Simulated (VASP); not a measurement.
TaN: single point with LDA

TaN:

```
CELL_PARAMETERS angstrom
2.93800 0.00000 0.00000
-1.46900 2.54438 0.00000
0.00000 0.00000 2.88300
ATOMIC_POSITIONS crystal
Ta 0.33333 0.66667 0.50000
N 0.00000 0.00000 0.00000
```

```yaml
Program: VASP 6.6.1
Task: single point
Functional: LDA
Potentials_or_basis: VASP PAW LDA potentials, release 64 (Ta_pv, N)
Cutoff: 520 eV
k_mesh: 12 × 12 × 10
Occupations: fermi-dirac, width 0.3 eV
Spin: no spin polarisation
```

```json
{
 "Pressure": "-9.6 GPa",
 "Band gap on the k mesh": "zero (band 8 reaches 8.49 eV, above the bottom of band 9 at 8.00 eV)"
}
```

Stress tensor (GPa, compression positive):
```
 -8.87   0.00   0.00
  0.00  -8.87   0.00
  0.00   0.00 -11.15
```

Levels at points of the mesh, in eV from the Fermi level:
```tsv
k point	band 4	band 5	band 6	band 7	band 8	band 9	band 10	band 11	band 12	band 13
(0.00, 0.00, 0.00)	-17.70	-4.70	-4.70	-4.36	-3.03	2.20	3.42	3.42	3.78	3.78
(0.50, 0.00, 0.00)	-15.35	-8.40	-5.34	-3.64	-3.29	2.79	3.87	5.02	5.12	7.40
(0.00, 0.00, 0.50)	-14.97	-9.47	-3.89	-3.89	-0.27	-0.27	2.27	3.12	3.12	8.13
(0.50, 0.00, 0.50)	-15.68	-7.45	-6.29	-5.84	-0.45	4.03	5.17	5.90	6.88	10.02
```

Run time: 18 s on 1 thread of Intel(R) Xeon(R) Platinum 8488C (Sapphire Rapids), with other jobs on the host, peak memory 0.15 GiB.

Caveat: spin-orbit coupling is left out, which moves the levels of the heavy elements.
